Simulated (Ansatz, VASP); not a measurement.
**Os in VASP and in Ansatz**

File INCAR:

```
SYSTEM = Os
AGGAC = 1.0
AGGAX = 1.0
ALDAC = 0.0
ALDAX = 1.0
ALGO = Normal
EDIFF = 1E-6
ENCUT = 500
GGA = B5
GGA_COMPAT = .FALSE.
ISIF = 2
ISMEAR = -1
LASPH = .TRUE.
LCHARG = .FALSE.
LREAL = .FALSE.
LWAVE = .FALSE.
NBANDS = 14
NELM = 120
PREC = Accurate
SIGMA = 0.1
```

File KPOINTS:

```
k-points
0
G
  16 16 16
  0 0 0
```

POSCAR

```
Os
1.0
   -1.5488236962      1.5488236962      1.5488236962
    1.5488236962     -1.5488236962      1.5488236962
    1.5488236962      1.5488236962     -1.5488236962
Os
1
Direct
    0.0000000000      0.0000000000      0.0000000000
```

Input for Ansatz:

```yaml
crystal:
  lattice:
    - [-1.5488236962, 1.5488236962, 1.5488236962]
    - [1.5488236962, -1.5488236962, 1.5488236962]
    - [1.5488236962, 1.5488236962, -1.5488236962]
  atoms:
    - { symbol: Os, position: [0.0, 0.0, 0.0] }
hamiltonian:
  xc: blyp
  pseudopotentials:
    kind: paw
    azcp:
      Os: "pseudopotentials/Os.paw.azcp"
basis:
  ecutwfc: 420
  fft_grid_basis: typed
kpoints:
  mp_grid: { grid: [16, 16, 16], shift: [0, 0, 0] }
magnetization:
  spin_polarized: false
scf:
  occupations: { method: fermi_dirac, width: 0.1 }
  lower_state_search: "off"
output:
  stress: true
```

Alike in both runs: task single point; functional BLYP; k mesh 16 × 16 × 16; occupations fermi-dirac, width 0.1 eV; no spin polarisation.

|  | VASP | Ansatz |
| --- | --- | --- |
| version | VASP 6.6.1 | Ansatz 0.2.0 |
| potentials or method | VASP PAW PBE potentials, release 64 (Os_sv_GW), cutoff 500 eV | plane waves (420 eV) with PAW, scalar-relativistic |
| valence electrons in the cell | 16 | 16 |

```tsv
	VASP	Ansatz	Ansatz less VASP
pressure (GPa)	12.8	13.7	+0.90
```

VASP's potentials were made for PBE, not for BLYP.

Spin-orbit coupling is off throughout.
